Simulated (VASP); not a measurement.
# VSi (R-3m) in VASP: relaxation of cell and atoms with PBE

Aim: the relaxation of cell and atoms of VSi with PBE.

All numbers are computed with VASP 6.6.1; they aren't measurements. Logs are shortened: lines on timing, memory, paths and dates and some standing lists are left out, and cuts for length are marked.

**1. The cell of the first run**

Symmetry: R-3m, No. 166, trigonal system. The conventional cell has a = 3.462 Å, b = 3.462 Å, c = 8.607 Å, α = 90.00°, β = 90.00°, γ = 120.00°. Within 3.2 Å of V (site symmetry -3m) lie 6 Si at 2.46 Å. Within 3.2 Å of Si (site symmetry -3m) lie 6 V at 2.46 Å.

**2. Relaxation of cell and atoms, PBE**

Contents of INCAR:

```
PREC = Accurate
ENCUT = 600
EDIFF = 1E-6
ISMEAR = 0
SIGMA = 0.1
LREAL = False
LASPH = True
NELM = 100
ALGO = Normal
ISIF = 3
LWAVE = False
LCHARG = False
GGA = PE
IBRION = 2
NSW = 100
EDIFFG = -0.01
```

Contents of KPOINTS:

```
regular mesh
0
Gamma
  18 18 18
```

Contents of POSCAR:

```
VSi
1.0
    1.7307786227      0.9992655037      2.8690352475
   -1.7307786227      0.9992655037      2.8690352475
    0.0000000000     -1.9985310075      2.8690352475
V Si
1 1
Direct
    0.0000000000      0.0000000000      0.0000000000
    0.5000000000      0.5000000000      0.5000000000
```

Potentials or basis: VASP PAW PBE potentials, release 64 (V_sv, Si).

Started as:

```console
cat potpaw_PBE.64/V_sv/POTCAR potpaw_PBE.64/Si/POTCAR > POTCAR
mpirun -np 1 vasp_std > vasp.out
```

OUTCAR:

```text
PREC = Accurate
   ENCUT = 600
   EDIFF = 1E-6
   ISMEAR = 0
   LREAL = False
   LASPH = True
   NELM = 100
   ISIF = 3
   GGA = PE
   IBRION = 2
   NSW = 100
   EDIFFG = -0.01

 ion  position               nearest neighbor table
   1  0.000  0.000  0.000-   2 2.46   2 2.46   2 2.46   2 2.46   2 2.46   2 2.46
   2  0.500  0.500  0.500-   1 2.46   1 2.46   1 2.46   1 2.46   1 2.46   1 2.46

  LATTYP: Found a trigonal (rhomboedric) cell.
 ALAT       =     3.4964967380
 COS(alpha) =     0.5099427870

  Lattice vectors:

 A1 = (   1.7307786227,   0.9992655037,   2.8690352475)
 A2 = (  -1.7307786227,   0.9992655037,   2.8690352475)
 A3 = (   0.0000000000,  -1.9985310075,   2.8690352475)

Analysis of symmetry for initial positions (statically):
=====================================================================
 Subroutine PRICEL returns:
 Original cell was already a primitive cell.

 Routine SETGRP: Setting up the symmetry group for a
 trigonal (rhombohedral) supercell.

 Subroutine GETGRP returns: Found 12 space group operations
 (whereof 12 operations were pure point group operations)
 out of a pool of 12 trial point group operations.

The static configuration has the point symmetry D_3d.

Analysis of symmetry for dynamics (positions and initial velocities):
=====================================================================
 Subroutine PRICEL returns:
 Original cell was already a primitive cell.

 Routine SETGRP: Setting up the symmetry group for a
 trigonal (rhombohedral) supercell.

 Subroutine GETGRP returns: Found 12 space group operations
 (whereof 12 operations were pure point group operations)
 out of a pool of 12 trial point group operations.

The dynamic configuration has the point symmetry D_3d.

 Subroutine INISYM returns: Found 12 space group operations
 (whereof 12 operations are pure point group operations),
 and found     1 'primitive' translations

----------------------------------------------------------------------------------------

                                     Primitive cell

  volume of cell :      29.7721

  direct lattice vectors                    reciprocal lattice vectors
     1.730778623  0.999265504  2.869035247     0.288887321  0.166789173  0.116183074
    -1.730778623  0.999265504  2.869035247    -0.288887321  0.166789173  0.116183074
[... 105 lines left out ...]
     AMIX_MAG =   1.60;   BMIX_MAG =  1.00
  volume/ion in A,a.u.               =      14.89       100.46
  Fermi-wavevector in a.u.,A,eV,Ry     =   1.358172  2.566572 25.097713  1.844630
  Thomas-Fermi vector in A             =   2.485028
   LORBIT       =      0    0 simple, 1 ext, 2 COOP (PROOUT), +10 PAW based schemes
   GGA     = PE    functional components
   LHFCALC =     F    Hartree Fock is set to
   AEXX    =    0.0000 exact exchange contribution
   IVDW    =     0    specifies the selected vdW correction
   LEPSILON=     F    determine dielectric tensor
   LRPA    =     F    only Hartree local field effects (RPA)
 conjugate gradient relaxation of ions
 non-spin polarized calculation
 Gauss-broadening in eV      SIGMA  =   0.10
  energy-cutoff  :      600.00
  volume of cell :       29.77
 maximum number of plane-waves:      1010
   NGX = 13   NGY = 13   NGZ = 13

--------------------------------------- Ionic step        1  -------------------------------------------

 number of electron      16.9999996 magnetization

 Free energy of the ion-electron system (eV)
  ---------------------------------------------------
  ext. energy  EPLUGINS =         0.00000000
  ---------------------------------------------------
  free energy    TOTEN  =       -14.41979177 eV

  energy without entropy =      -14.40942601  energy(sigma->0) =      -14.41460889

------------------------ aborting loop because EDIFF is reached ----------------------------------------

  FORCE on cell =-STRESS in cart. coord.  units (eV):
  Direction    XX          YY          ZZ          XY          YZ          ZX
  --------------------------------------------------------------------------------------
  -------------------------------------------------------------------------------------
  Total       -0.4888178     -0.4888178     -0.4781032      0.0000000      0.0000000      0.0000000
  in kB      -26.3055904    -26.3055904    -25.7289893      0.0000000      0.0000000      0.0000000
  external PRESSURE =     -26.1133900 kB  Pullay stress =       0.0000000 kB
[... 59 lines left out ...]
--------------------------------------- Ionic step        3  -------------------------------------------

 number of electron      16.9999995 magnetization

 Free energy of the ion-electron system (eV)
  ---------------------------------------------------
  ext. energy  EPLUGINS =         0.00000000
  ---------------------------------------------------
  free energy    TOTEN  =       -14.42462199 eV

  energy without entropy =      -14.41461788  energy(sigma->0) =      -14.41961993

 E-fermi :   9.4207     XC(G=0): -11.7045

 val. band max:        9.4171393770   @ k =  -0.3333  -0.3889   0.1667
 cond. band min:       9.4213661893   @ k =   0.5000   0.3889   0.0556
 fundamental gap:      0.0042268122
 Fermi energy:         9.4207397221

 k-point     1 :       0.0000    0.0000    0.0000
  band No.  band energies     occupation
      1     -54.9780      2.00000
      2     -28.8264      2.00000
      3     -28.8260      2.00000
      4     -28.8260      2.00000
      5      -1.7984      2.00000
      6       8.4310      2.00000
      7       8.5368      2.00000
      8       8.5368      2.00000
      9       8.7966      2.00000
     10       8.7966      2.00000
     11      12.8231      0.00000
     12      13.0466      0.00000
[... 331 lines left out ...]
 k-point    24 :      -0.2222    0.0556   -0.0000
  band No.  band energies     occupation
      1     -54.9741      2.00000
      2     -28.8664      2.00000
      3     -28.8344      2.00000
      4     -28.8308      2.00000
      5      -0.6659      2.00000
      6       6.8586      2.00000
      7       7.6086      2.00000
      8       7.7000      2.00000
      9       9.0760      2.00000
     10       9.3208      1.84247
     11      11.5683      0.00000
     12      13.9253      0.00000

 [... further k-points ...]

------------------------ aborting loop because EDIFF is reached ----------------------------------------

  FORCE on cell =-STRESS in cart. coord.  units (eV):
  Direction    XX          YY          ZZ          XY          YZ          ZX
  --------------------------------------------------------------------------------------
  -------------------------------------------------------------------------------------
  Total       -0.0087198     -0.0087198      0.0117202      0.0000000     -0.0000000      0.0000000
  in kB       -0.4785847     -0.4785847      0.6432589      0.0000000     -0.0000000      0.0000000
  external PRESSURE =      -0.1046368 kB  Pullay stress =       0.0000000 kB
[... 17 lines left out ...]
  FREE ENERGIE OF THE ION-ELECTRON SYSTEM (eV)
  ---------------------------------------------------
  free  energy   TOTEN  =       -14.4246219855 eV

  energy  without entropy=      -14.4146178818  energy(sigma->0) =      -14.41961993

 reached required accuracy - stopping structural energy minimisation
```

CONTCAR:

```text
VSi
   1.00000000000000
     1.7193735329762536    0.9926807720781032    2.8505439349491750
    -1.7193735329762536    0.9926807720781032    2.8505439349491750
     0.0000000000000000   -1.9853615442549031    2.8505439349489508
  V               Si
     1     1
Direct
     0.0000000000000000    0.0000000000000000    0.0000000000000000
     0.5000000000000000    0.5000000000000000    0.5000000000000000

  0.00000000E+00  0.00000000E+00  0.00000000E+00
  0.00000000E+00  0.00000000E+00  0.00000000E+00
```

Wall time 3.3 min (1 thread of Intel Xeon 6975P-C (Granite Rapids), shared host); peak memory 0.4 GiB.

Results:

* Free energy: -14.4246 eV
* Relaxed volume: 14.60 Å³/atom
* Relaxed cell: a = 3.474 Å, b = 3.474 Å, c = 3.474 Å, α = 59.33°, β = 59.33°, γ = 59.33°
* Space group after relaxing (to 0.05 Å): R-3m (No. 166)
* Energy gained by relaxing: 2.4 meV/atom
* Ionic steps: 3
* Pressure after relaxing: 0.0 GPa

Step by step:
| step | energy change (eV) | largest force (eV/Å) | pressure (GPa) | volume (Å³) |
| --- | --- | --- | --- | --- |
| 1 | 0.0000 | 0.0000 | -2.61 | 29.77 |
| 2 | -0.0017 | 0.0000 | 2.23 | 28.74 |
| 3 | -0.0048 | 0.0000 | -0.01 | 29.19 |

Final structure:
```yaml
crystal:
  lattice:
    - [1.71937, 0.99268, 2.85054]
    - [-1.71937, 0.99268, 2.85054]
    - [0.00000, -1.98536, 2.85054]
  atoms:
    - { symbol: V, position: [0.00000, 0.00000, 0.00000] }
    - { symbol: Si, position: [0.50000, 0.50000, 0.50000] }
```
